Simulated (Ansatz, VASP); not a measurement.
## Two plane-wave programs on Ga

The input INCAR:

```
ALGO = Normal ; EDIFF = 1E-6
ENCUT = 520 ; GGA = CA
GGA_COMPAT = False ; ISIF = 2
ISMEAR = -1 ; LASPH = True
LCHARG = False ; LORBIT = 11
LORBMOM = True ; LREAL = False
LSORBIT = True ; LWAVE = False
MAGMOM = 0 0 0 ; NBANDS = 24
NELM = 150 ; PREC = Accurate
SIGMA = 0.1
```

Contents of KPOINTS:

```
k-points
0
Gamma
  13 13 13
```

Contents of POSCAR:

```
Ga
1.0
    0.0000000000      2.0482379200      2.0482379200
    2.0482379200      0.0000000000      2.0482379200
    2.0482379200      2.0482379200      0.0000000000
Ga
1
Direct
    0.0000000000      0.0000000000      0.0000000000
```

Input for Ansatz:

```yaml
crystal:
  lattice:
    - [0.0, 2.04823792, 2.04823792]
    - [2.04823792, 0.0, 2.04823792]
    - [2.04823792, 2.04823792, 0.0]
  atoms:
    - { symbol: Ga, position: [0.0, 0.0, 0.0] }
hamiltonian:
  xc: lda
  pseudopotentials:
    kind: paw_fr
    azcp:
      Ga: "pseudopotentials/Ga.paw.azcp"
basis:
  ecutwfc: 420
  fft_grid_basis: typed
kpoints:
  mp_grid: { grid: [13, 13, 13], shift: [0, 0, 0] }
magnetization:
  noncollinear: true
  spin_orbit: true
scf:
  occupations: { method: fermi_dirac, width: 0.1 }
```

Alike in both runs: task single point; functional LDA; k mesh 13 × 13 × 13; occupations fermi-dirac, width 0.1 eV; non-collinear spin, spin-orbit coupling.

|  | VASP | Ansatz |
| --- | --- | --- |
| version | VASP 6.6.1 | Ansatz 0.2.0 |
| potentials or method | VASP PAW LDA potentials, release 64 (Ga_d), cutoff 520 eV | plane waves (420 eV) with PAW, fully relativistic with spin-orbit coupling |
| valence electrons in the cell | 13 | 13 |

```csv
,VASP,Ansatz,Ansatz less VASP
net moment per atom (μB),0.00,0.00,0.000
```

Ansatz warns that its potentials were made for another functional, while VASP's fit it. LDA's correlation is that of Perdew and Zunger in VASP and of Perdew and Wang (1992) in Ansatz.
